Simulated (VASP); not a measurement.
Here is a VASP 6.6.1 calculation.

INCAR

```
PREC     = Accurate       # precision mode
ENCUT    = 520            # plane-wave cutoff, eV
EDIFF    = 1E-6           # SCF threshold, eV
ISMEAR   = 0              # smearing method
SIGMA    = 0.1            # smearing width, eV
LREAL    = False          # projectors in reciprocal space
LASPH    = True           # aspherical terms in the spheres
NELM     = 60             # most SCF steps
ALGO     = Fast           # electronic algorithm
ISIF     = 2              # what is computed and relaxed
LWAVE    = False          # write WAVECAR
LCHARG   = False          # write CHGCAR
GGA      = PE             # functional
NBANDS   = 39             # bands
```

KPOINTS

```
regular mesh
0
Gamma
  8 8 12
```

File POSCAR:

```
ZrB2W3
1.0
    3.0268435325     -4.6253639471      0.0000000000
    3.0268435325      4.6253639471      0.0000000000
    0.0000000000      0.0000000000      3.0711098825
Zr B W
1 2 3
Direct
    0.5000000000      0.5000000000      0.0000000000
    0.2382563169      0.7617436831      0.0000000000
    0.7617436831      0.2382563169      0.0000000000
    0.0000000000      0.0000000000      0.0000000000
    0.5000000000      0.0000000000      0.5000000000
    0.0000000000      0.5000000000      0.5000000000
```

Potentials or basis: VASP PAW PBE potentials, release 64 (Zr_sv, B, W_sv).

Command:

```sh
$ cat potpaw_PBE.64/Zr_sv/POTCAR potpaw_PBE.64/B/POTCAR potpaw_PBE.64/W_sv/POTCAR > POTCAR
$ mpirun -np 1 vasp_std > vasp.out
```

Estimate the band gap on the k mesh.

zero (bands 30 and 31 overlap by 1.36 eV).

Predict the pressure.

0.2 GPa.

Estimate the largest force.

0.010 eV/Å.

Forces in eV/Å, atoms in the order of the input:
```
Zr   0.000  0.000  0.000
B    0.000 -0.010  0.000
B    0.000  0.010  0.000
W    0.000  0.000  0.000
W    0.000  0.000  0.000
W    0.000  0.000  0.000
```

Caveat: spin-orbit coupling is left out, which moves the levels of the heavy elements.
